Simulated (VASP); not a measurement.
# Sb (Im-3m) in VASP: notebook

Aim: see how the results for Sb move with the level of theory and the settings. Levels: PBE, BLYP+D3(BJ), BLYP+D4, RPBE+D4. Tasks: single point, relaxation of cell and atoms.

All numbers are computed with VASP 6.6.1; they aren't measurements. Logs are shortened: lines on timing, memory, paths and dates and some standing lists are left out, and cuts for length are marked.

### 1 The cell of the first run

Symmetry: Im-3m, No. 229, cubic system. Conventional cell: a = 3.743 Å, b = 3.743 Å, c = 3.743 Å, α = 90.00°, β = 90.00°, γ = 90.00°. Sb (site symmetry m-3m) has 14 Sb at 3.24 to 3.74 Å within 4.3 Å.

### 2 Single point, PBE

INCAR reads:

```
SYSTEM = Sb
PREC     = Accurate       ! precision mode
ENCUT    = 520            ! plane-wave cutoff, eV
EDIFF    = 1E-6           ! SCF threshold, eV
ISMEAR   = 0              ! smearing method
SIGMA    = 0.03           ! smearing width, eV
LREAL    = .FALSE.        ! projectors in reciprocal space
LASPH    = .TRUE.         ! aspherical terms in the spheres
NELM     = 100            ! most SCF steps
ALGO     = Normal         ! electronic algorithm
ISIF     = 2              ! what is computed and relaxed
LWAVE    = .FALSE.        ! write WAVECAR
LCHARG   = .TRUE.         ! write CHGCAR
GGA      = PE             ! functional
LELF     = .TRUE.         ! ELF
LVHAR    = .TRUE.       
NBANDS   = 8              ! bands
```

KPOINTS reads:

```
Automatic mesh
0
G
  10 10 10
  0 0 0
```

POSCAR reads:

```
Sb
1.0
   -1.8713408863      1.8713408863      1.8713408863
    1.8713408863     -1.8713408863      1.8713408863
    1.8713408863      1.8713408863     -1.8713408863
Sb
1
Direct
    0.0000000000      0.0000000000      0.0000000000
```

Potentials or basis: VASP PAW PBE potentials, release 64 (Sb).

Launch:

```console
cat potpaw_PBE.64/Sb/POTCAR > POTCAR
mpirun -np 1 vasp_std > vasp.out
```

OUTCAR:

```text
SYSTEM = Sb
   PREC = Accurate
   ENCUT = 520
   EDIFF = 1E-6
   ISMEAR = 0
   LREAL = .FALSE.
   LASPH = .TRUE.
   NELM = 100
   ISIF = 2
   GGA = PE

 ion  position               nearest neighbor table
   1  0.000  0.000  0.000-

  LATTYP: Found a body centered cubic cell.
 ALAT       =     3.7426817726

  Lattice vectors:

 A1 = (  -1.8713408863,   1.8713408863,   1.8713408863)
 A2 = (   1.8713408863,  -1.8713408863,   1.8713408863)
 A3 = (   1.8713408863,   1.8713408863,  -1.8713408863)

Analysis of symmetry for initial positions (statically):
=====================================================================
 Subroutine PRICEL returns:
 Original cell was already a primitive cell.

 Routine SETGRP: Setting up the symmetry group for a
 body centered cubic supercell.

 Subroutine GETGRP returns: Found 48 space group operations
 (whereof 48 operations were pure point group operations)
 out of a pool of 48 trial point group operations.

The static configuration has the point symmetry O_h .

Analysis of symmetry for dynamics (positions and initial velocities):
=====================================================================
 Subroutine PRICEL returns:
 Original cell was already a primitive cell.

 Routine SETGRP: Setting up the symmetry group for a
 body centered cubic supercell.

 Subroutine GETGRP returns: Found 48 space group operations
 (whereof 48 operations were pure point group operations)
 out of a pool of 48 trial point group operations.

The dynamic configuration has the point symmetry O_h .

 Subroutine INISYM returns: Found 48 space group operations
 (whereof 48 operations are pure point group operations),
 and found     1 'primitive' translations

----------------------------------------------------------------------------------------

                                     Primitive cell

  volume of cell :      26.2131

  direct lattice vectors                    reciprocal lattice vectors
    -1.871340886  1.871340886  1.871340886     0.000000000  0.267188092  0.267188092
     1.871340886 -1.871340886  1.871340886     0.267188092  0.000000000  0.267188092
     1.871340886  1.871340886 -1.871340886     0.267188092  0.267188092  0.000000000

  length of vectors
     3.241257493  3.241257493  3.241257493     0.377861023  0.377861023  0.377861023

  position of ions in fractional coordinates (direct lattice)
     0.000000000  0.000000000  0.000000000

  ion indices of the primitive-cell ions
   primitive index   ion index
                 1           1

----------------------------------------------------------------------------------------

 KPOINTS: Automatic mesh

Automatic generation of k-mesh.
 Grid dimensions read from file:
 generate k-points for:   10   10   10

 Generating k-lattice:

  Cartesian coordinates                     Fractional coordinates (reciprocal lattice)
     0.000000000  0.026718809  0.026718809     0.100000000  0.000000000  0.000000000
     0.026718809  0.000000000  0.026718809     0.000000000  0.100000000  0.000000000
     0.026718809  0.026718809  0.000000000     0.000000000  0.000000000  0.100000000

  Length of vectors
     0.037786102  0.037786102  0.037786102

  Shift w.r.t. Gamma in fractional coordinates (k-lattice)
     0.000000000  0.000000000  0.000000000

 Subroutine IBZKPT returns following result:
 ===========================================

 Found     47 irreducible k-points:

 Following reciprocal coordinates:
            Coordinates               Weight
  0.000000  0.000000  0.000000      1.000000
  0.100000  0.000000  0.000000     12.000000
  0.200000  0.000000  0.000000     12.000000
  0.300000  0.000000  0.000000     12.000000
  0.400000  0.000000  0.000000     12.000000
  0.500000  0.000000  0.000000      6.000000
[... 16 lines left out ...]
  0.300000  0.300000  0.100000      8.000000
 -0.300000  0.300000  0.100000     24.000000
 [... further k-points ...]
   k-points           NKPTS =     47   k-points in BZ     NKDIM =     47   number of bands    NBANDS=      8
   number of dos      NEDOS =    301   number of ions     NIONS =      1
   total plane-waves  NPLWV =  13824
   dimension x,y,z NGX =    24 NGY =   24 NGZ =   24
   dimension x,y,z NGXF=    48 NGYF=   48 NGZF=   48
   ions per type =               1
   NGX,Y,Z   is equivalent  to a cutoff of  12.31, 12.31, 12.31 a.u.
   NGXF,Y,Z  is equivalent  to a cutoff of  24.62, 24.62, 24.62 a.u.
 SYSTEM =  Sb
   PREC   = accura    normal or accurate (medium, high low for compatibility)
   ISTART =      0    job   : 0-new  1-cont  2-samecut
   ICHARG =      2    charge: 1-file 2-atom 10-const
   ISPIN  =      1    spin polarized calculation?
   LNONCOLLINEAR =      F non collinear calculations
   LSORBIT =      F    spin-orbit coupling
   LASPH  =      T    aspherical Exc in radial PAW
   ENCUT  =  520.0 eV  38.22 Ry    6.18 a.u.   6.03  6.03  6.03*2*pi/ulx,y,z
   NELM   =    100;   NELMIN=  2; NELMDL= -5     # of ELM steps
   EDIFF  = 0.1E-05   stopping-criterion for ELM
   LREAL  =      F    real-space projection
   EDIFFG = 0.1E-04   stopping-criterion for IOM
   NSW    =      0    number of steps for IOM
   IBRION =     -1    ionic relax: 0-MD 1-quasi-New 2-CG
   NFREE  =      0    steps in history (QN), initial steepest desc. (CG)
   ISIF   =      2    stress and relaxation
   ISYM   =      2    0-nonsym 1-usesym 2-fastsym
   POTIM  = 0.5000    time-step for ionic-motion
   TEBEG  =    0.0;   TEEND  =   0.0 temperature during run
   PSTRESS=    0.0 pullay stress
   NELECT =       5.0000    total number of electrons
   NUPDOWN=      -1.0000    fix difference up-down
   EMIN   =  10.00;   EMAX   =-10.00  energy-range for DOS
   EFERMI =   0.00;   METHOD = LEGACY
   ISMEAR =     0;   SIGMA  =   0.03  broadening in eV -4-tet -1-fermi 0-gaus
   EFERMI_NEDOS =   21; number of points for ismear=-14 and -15
   IALGO  =     38    algorithm
   IMIX   =      4    mixing-type and parameters
     AMIX     =   0.40;   BMIX     =  1.00
     AMIX_MAG =   1.60;   BMIX_MAG =  1.00
  volume/ion in A,a.u.               =      26.21       176.89
  Fermi-wavevector in a.u.,A,eV,Ry     =   0.942378  1.780837 12.083018  0.888077
  Thomas-Fermi vector in A             =   2.069982
   LORBIT       =      0    0 simple, 1 ext, 2 COOP (PROOUT), +10 PAW based schemes
   GGA     = PE    functional components
   LHFCALC =     F    Hartree Fock is set to
   AEXX    =    0.0000 exact exchange contribution
   IVDW    =     0    specifies the selected vdW correction
   LEPSILON=     F    determine dielectric tensor
   LRPA    =     F    only Hartree local field effects (RPA)
 non-spin polarized calculation
 Gauss-broadening in eV      SIGMA  =   0.03
  energy-cutoff  :      520.00
  volume of cell :       26.21
 maximum number of plane-waves:       719
   NGX = 13   NGY = 13   NGZ = 13

 number of electron       4.9999999 magnetization

 Free energy of the ion-electron system (eV)
  ---------------------------------------------------
  ext. energy  EPLUGINS =         0.00000000
  ---------------------------------------------------
  free energy    TOTEN  =        -3.88531723 eV

  energy without entropy =       -3.88424411  energy(sigma->0) =       -3.88478067

 E-fermi :   8.7900     XC(G=0): -10.3447

 val. band max:        8.7772086540   @ k =  -0.3000   0.4000   0.1000
 cond. band min:       8.7996166680   @ k =   0.3000   0.1000   0.1000
 fundamental gap:      0.0224080141
 Fermi energy:         8.7900483703

 k-point     1 :       0.0000    0.0000    0.0000
  band No.  band energies     occupation
      1      -4.2464      2.00000
      2      14.5124      0.00000
      3      14.5124      0.00000
      4      14.5124      0.00000
      5      19.4594      0.00000
      6      19.4594      0.00000
      7      19.4594      0.00000
      8      20.6256      0.00000

 k-point     2 :       0.1000    0.0000    0.0000
  band No.  band energies     occupation
      1      -4.0315      2.00000
      2      12.9470      0.00000
      3      13.8368      0.00000
      4      14.3218      0.00000
      5      18.3205      0.00000
      6      18.4000      0.00000
      7      19.9909      0.00000
      8      20.3622      0.00000

 k-point     3 :       0.2000    0.0000    0.0000
  band No.  band energies     occupation
      1      -3.3911      2.00000
      2       9.9957      0.00000
      3      12.6022      0.00000
      4      13.8192      0.00000
      5      16.9684      0.00000
      6      17.2544      0.00000
      7      19.9293      0.00000
      8      20.9364      0.00000

 k-point     4 :       0.3000    0.0000    0.0000
  band No.  band energies     occupation
      1      -2.3462      2.00000
      2       7.0063      2.00000
      3      11.5130      0.00000
      4      13.2319      0.00000
      5      16.0380      0.00000
      6      16.4248      0.00000
      7      20.5951      0.00000
      8      21.7107      0.00000

 k-point     5 :       0.4000    0.0000    0.0000
  band No.  band energies     occupation
      1      -0.9954      2.00000
      2       4.4210      2.00000
      3      10.8024      0.00000
      4      12.7955      0.00000
      5      15.4973      0.00000
      6      15.9271      0.00000
      7      21.7454      0.00000
      8      22.7887      0.00000

 k-point     6 :       0.5000    0.0000    0.0000
  band No.  band energies     occupation
      1      -0.0451      2.00000
      2       3.0504      2.00000
      3      10.5575      0.00000
      4      12.6378      0.00000
      5      15.3202      0.00000
      6      15.7615      0.00000
      7      22.7338      0.00000
      8      24.1020      0.00000

 k-point     7 :       0.1000    0.1000    0.0000
  band No.  band energies     occupation
      1      -3.6038      2.00000
      2      11.0690      0.00000
      3      12.6428      0.00000
      4      13.6252      0.00000
      5      17.7121      0.00000
      6      18.0017      0.00000
      7      19.7141      0.00000
      8      20.6726      0.00000
[... 133 lines left out ...]
 k-point    20 :       0.2000    0.2000    0.1000
  band No.  band energies     occupation
      1      -0.7966      2.00000
      2       5.6857      2.00000
      3       7.9720      2.00000
      4       9.6629      0.00000
      5      19.5343      0.00000
      6      20.4363      0.00000
      7      22.2060      0.00000
      8      22.8293      0.00000

 k-point    21 :       0.3000    0.2000    0.1000
  band No.  band energies     occupation
      1       0.3589      2.00000
      2       4.4212      2.00000
      3       6.8641      2.00000
      4       9.2114      0.00000
      5      19.6991      0.00000
      6      21.1402      0.00000
      7      22.6979      0.00000
      8      23.8240      0.00000

 k-point    22 :      -0.2000    0.2000    0.1000
  band No.  band energies     occupation
      1      -3.1780      2.00000
      2      10.0792      0.00000
      3      11.9089      0.00000
      4      12.6874      0.00000
      5      16.6697      0.00000
      6      18.2347      0.00000
      7      18.8534      0.00000
      8      21.4760      0.00000

 k-point    23 :       0.3000    0.3000    0.1000
  band No.  band energies     occupation
      1       0.8398      2.00000
      2       5.1294      2.00000
      3       5.1294      2.00000
      4       8.9350      0.00000
      5      20.4201      0.00000
      6      22.2400      0.00000
      7      22.2400      0.00000
      8      24.7401      0.00000

 k-point    24 :      -0.3000    0.3000    0.1000
  band No.  band energies     occupation
      1      -2.1362      2.00000
      2       7.1707      2.00000
      3      10.8363      0.00000
      4      12.2186      0.00000
      5      16.4954      0.00000
      6      17.4063      0.00000
      7      18.6206      0.00000
      8      23.8264      0.00000

 [... further k-points ...]
[... 5 lines left out ...]
  --------------------------------------------------------------------------------------
  -------------------------------------------------------------------------------------
  Total        0.4959652      0.4959652      0.4959652      0.0000000     -0.0000000     -0.0000000
  in kB       30.3139890     30.3139890     30.3139890      0.0000000     -0.0000000     -0.0000000
  external PRESSURE =      30.3139890 kB  Pullay stress =       0.0000000 kB

 VOLUME and BASIS-vectors are now :
 -----------------------------------------------------------------------------
  energy-cutoff  :      520.00
  volume of cell :       26.21
      direct lattice vectors                 reciprocal lattice vectors
    -1.871340886  1.871340886  1.871340886     0.000000000  0.267188092  0.267188092
     1.871340886 -1.871340886  1.871340886     0.267188092  0.000000000  0.267188092
     1.871340886  1.871340886 -1.871340886     0.267188092  0.267188092  0.000000000

 POSITION                                       TOTAL-FORCE (eV/Angst)
 -----------------------------------------------------------------------------------
      0.00000      0.00000      0.00000        -0.000000      0.000000     -0.000000
 -----------------------------------------------------------------------------------
    total drift:                                0.000000     -0.000000      0.000000

  FREE ENERGIE OF THE ION-ELECTRON SYSTEM (eV)
  ---------------------------------------------------
  free  energy   TOTEN  =        -3.8853172259 eV

  energy  without entropy=       -3.8842441150  energy(sigma->0) =       -3.88478067
```

It took 8.5 s on 1 thread of Intel Xeon Platinum 8259CL at 2.50GHz (Skylake/Cascade Lake), shared host; peak memory 0.14 GiB.

What came out:

| Quantity | Value |
| --- | --- |
| Free energy | -3.8853 eV |
| Pressure | 3.0 GPa |

Caveat: spin-orbit coupling is left out, which moves the levels of the heavy elements.

### 3 Single point, BLYP+D3(BJ)

This run uses another cell than the first one, of 26.89 Å³/atom, 1.026 times its volume.

INCAR reads:

```
AGGAC = 1.0
AGGAX = 1.0
ALDAC = 0.0
ALDAX = 1.0
ALGO = Normal
EDIFF = 1E-7
ENCUT = 520
GGA = B5
ISIF = 2
ISMEAR = -1
IVDW = 12
LASPH = True
LCHARG = False
LREAL = False
LWAVE = False
NBANDS = 8
NELM = 100
PREC = Accurate
SIGMA = 0.05
VDW_A1 = 0.4298
VDW_A2 = 4.2359
VDW_S6 = 1.0
VDW_S8 = 2.6996
```

KPOINTS reads:

```
k-points
0
Gamma
  10 10 10
```

POSCAR reads:

```
Sb
1.0
   -1.8873170995      1.8873170995      1.8873170995
    1.8873170995     -1.8873170995      1.8873170995
    1.8873170995      1.8873170995     -1.8873170995
Sb
1
Direct
    0.0000000000      0.0000000000      0.0000000000
```

Potentials or basis: VASP PAW PBE potentials, release 64 (Sb).

Launch:

```console
cat potpaw_PBE.64/Sb/POTCAR > POTCAR
mpirun -np 1 vasp_std > vasp.out
```

Run time: 21 s. Hardware: 1 thread of Intel Xeon Platinum 8259CL at 2.50GHz (Skylake/Cascade Lake), shared host; peak memory 0.14 GiB.

Results (log left out):

```
Free energy                : -4.1922 eV
Pressure                   : 0.2 GPa
Dispersion energy per atom : -1.237 eV
```

Levels at points of the mesh, in eV from the Fermi level:
```tsv
k point	band 1	band 2	band 3	band 4	band 5	band 6	band 7
(0.00, 0.00, 0.00)	-12.83	5.32	5.32	5.32	10.65	10.65	10.65
(0.50, 0.00, 0.00)	-8.89	-5.48	1.59	3.73	6.71	7.14	13.97
(0.50, 0.50, 0.50)	-5.74	-2.00	-2.00	-2.00	3.34	3.34	17.62
```

Caveat: the PAW data sets were made with another functional, which shifts forces and pressure a little; spin-orbit coupling is left out, which moves the levels of the heavy elements; pairwise dispersion overbinds metals, which lowers pressure and volume.

[end of part 1 of 2]
